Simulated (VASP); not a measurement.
# B (P6/mmm) in VASP: a series of runs, part 2 of 2

VASP 6.6.1. The steps go on from the part before.

## 4. Single point, PBE+D3(BJ) (strain -0.050 along x and y, +0.025 along z)

Input file INCAR:

```
SYSTEM = B
ALGO = Normal
EDIFF = 1E-6
ENCUT = 500
GGA = PE
GGA_COMPAT = .FALSE.
ISIF = 2
ISMEAR = 0
IVDW = 12
LASPH = .TRUE.
LCHARG = .FALSE.
LREAL = .FALSE.
LWAVE = .FALSE.
NBANDS = 8
NELM = 120
PREC = Accurate
SIGMA = 0.15
```

Input file KPOINTS:

```
k-points
0
G
  33 33 14
  0 0 0
```

Input file POSCAR:

```
B
1.0
    1.6173118970      0.0000000000      0.0000000000
   -0.8086559485      1.4006331887      0.0000000000
    0.0000000000      0.0000000000      3.7263084212
B
1
Direct
    0.0000000000      0.0000000000      0.0000000000
```

Potentials or basis: VASP PAW PBE potentials, release 64 (B).

On the command line:

```bash
> cat potpaw_PBE.64/B/POTCAR > POTCAR
> mpirun -np 1 vasp_std > vasp.out
```

OUTCAR:

```text
SYSTEM = B
   EDIFF = 1E-6
   ENCUT = 500
   GGA = PE
   ISIF = 2
   ISMEAR = 0
   IVDW = 12
   LASPH = .TRUE.
   LREAL = .FALSE.
   NELM = 120
   PREC = Accurate
 IVDW          = 12

 ion  position               nearest neighbor table
   1  0.000  0.000  0.000-

  LATTYP: Found a hexagonal cell.
 ALAT       =     1.6173118970
 C/A-ratio  =     2.3040134857

  Lattice vectors:

 A1 = (   1.6173118970,   0.0000000000,   0.0000000000)
 A2 = (  -0.8086559485,   1.4006331887,   0.0000000000)
 A3 = (   0.0000000000,   0.0000000000,   3.7263084212)

Analysis of symmetry for initial positions (statically):
=====================================================================
 Subroutine PRICEL returns:
 Original cell was already a primitive cell.

 Routine SETGRP: Setting up the symmetry group for a
 hexagonal supercell.

 Subroutine GETGRP returns: Found 24 space group operations
 (whereof 24 operations were pure point group operations)
 out of a pool of 24 trial point group operations.

The static configuration has the point symmetry D_6h.

Analysis of symmetry for dynamics (positions and initial velocities):
[... 163 lines left out ...]
 Fermi energy:         6.0227269107

 k-point     1 :       0.0000    0.0000    0.0000
  band No.  band energies     occupation
      1     -12.4671      2.00000
      2      -2.2158      2.00000
      3       7.6346      0.00000
      4      29.8696      0.00000
      5      34.6269      0.00000
      6      34.6269      0.00000
      7      35.5410      0.00000
      8      56.9633      0.00000
[... 243 lines left out ...]
 k-point    24 :       0.2121    0.0303    0.0000
  band No.  band energies     occupation
      1      -9.9585      2.00000
      2       1.6144      2.00000
      3      10.8772      0.00000
      4      23.4602      0.00000
      5      28.6985      0.00000
      6      32.7610      0.00000
      7      39.4637      0.00000
      8      44.8274      0.00000

 [... further k-points ...]

------------------------ aborting loop because EDIFF is reached ----------------------------------------

 Edisp (eV)   -0.17022

 E8    (eV) :    -0.0555

  FORCE on cell =-STRESS in cart. coord.  units (eV):
  Direction    XX          YY          ZZ          XY          YZ          ZX
  --------------------------------------------------------------------------------------
  -------------------------------------------------------------------------------------
  Total       2.83573     2.83573    -0.17139     0.00000     0.00000     0.00000
  in kB     538.24289   538.24289   -32.53045     0.00000     0.00000     0.00000
  external pressure =      347.99 kB  Pullay stress =        0.00 kB

 VOLUME and BASIS-vectors are now :
 -----------------------------------------------------------------------------
  energy-cutoff  :      500.00
  volume of cell :        8.44
      direct lattice vectors                 reciprocal lattice vectors
     1.617311897  0.000000000  0.000000000     0.618309926  0.356981402  0.000000000
    -0.808655948  1.400633189  0.000000000     0.000000000  0.713962805  0.000000000
     0.000000000  0.000000000  3.726308421     0.000000000  0.000000000  0.268362113

 POSITION                                       TOTAL-FORCE (eV/Angst)
 -----------------------------------------------------------------------------------
      0.00000      0.00000      0.00000         0.000000      0.000000      0.000000
 -----------------------------------------------------------------------------------
    total drift:                               -0.000000      0.000000     -0.000000

  FREE ENERGIE OF THE ION-ELECTRON SYSTEM (eV)
  ---------------------------------------------------
  free  energy   TOTEN  =        -6.0021318813 eV

  energy  without entropy=       -5.9997268653  energy(sigma->0) =       -6.00092937
```

OSZICAR:

```text
N       E                     dE             d eps       ncg     rms          rms(c)
DAV:   1    -0.222415063775E+01   -0.22242E+01   -0.15720E+03 14736   0.286E+02
DAV:   2    -0.658539731920E+01   -0.43612E+01   -0.40867E+01 19128   0.467E+01
DAV:   3    -0.659358957704E+01   -0.81923E-02   -0.81912E-02 15648   0.224E+00
DAV:   4    -0.659359306832E+01   -0.34913E-05   -0.34916E-05 21104   0.402E-02
DAV:   5    -0.659359306907E+01   -0.74358E-09   -0.66033E-09 15768   0.284E-04    0.391E+00
DAV:   6    -0.601813409247E+01    0.57546E+00   -0.49588E-01 14832   0.282E+00    0.222E+00
DAV:   7    -0.583116910641E+01    0.18696E+00   -0.58409E-01 15144   0.292E+00    0.478E-01
DAV:   8    -0.583492051630E+01   -0.37514E-02   -0.25997E-02 15360   0.669E-01    0.223E-01
DAV:   9    -0.583193715976E+01    0.29834E-02   -0.61481E-03 15120   0.309E-01    0.315E-02
DAV:  10    -0.583191416304E+01    0.22997E-04   -0.18913E-04 16240   0.634E-02    0.869E-03
DAV:  11    -0.583190980317E+01    0.43599E-05   -0.19388E-05 16920   0.186E-02    0.114E-03
DAV:  12    -0.583190999197E+01   -0.18880E-06   -0.98549E-08 13504   0.221E-03
   1 F= -.60021319E+01 E0= -.60009294E+01  d E =-.240502E-02
```

Wall time 19 s (1 thread of Intel Xeon Platinum 8488C (Sapphire Rapids), shared host); peak memory 0.15 GiB.

What came out:

```yaml
Free_energy: -6.0021 eV
Pressure: 34.8 GPa
Dispersion_energy_per_atom: -0.170 eV
```

Levels at points of the mesh, in eV from the Fermi level:
```
           k point  band 1  band 2  band 3  band 4  band 5  band 6
(0.00, 0.00, 0.00)  -18.49   -8.24    1.61   23.85   28.60   28.60
(0.00, 0.00, 0.50)  -18.25   -9.73    7.66   12.06   28.61   28.61
```

Caveat: the cell differs from its parent crystal (strain -0.050 along x and y, +0.025 along z); pairwise dispersion overbinds metals, which lowers pressure and volume.

## 5. Overview

| cell | gap on the mesh (eV) | pressure (GPa) |
| --- | --- | --- |
| a = 1.617, b = 1.617, c = 3.545 Å, angles 90.0, 90.0, 120.0°, 1 atom | none | 36.7 |
| a = 1.617, b = 1.617, c = 3.635 Å, angles 90.0, 90.0, 120.0°, 1 atom | none | 35.7 |
| a = 1.617, b = 1.617, c = 3.726 Å, angles 90.0, 90.0, 120.0°, 1 atom | none | 34.8 |

Alike in all rows: task single point; level PBE+D3(BJ); potentials or basis VASP PAW PBE potentials, release 64 (B); no spin polarisation; k mesh 33 × 33 × 14; cutoff (eV) 500; smearing gaussian 0.15 eV.

Caveats: pairwise dispersion overbinds metals, which lowers pressure and volume.

Absolute energies hang on the potentials; compare differences alone.
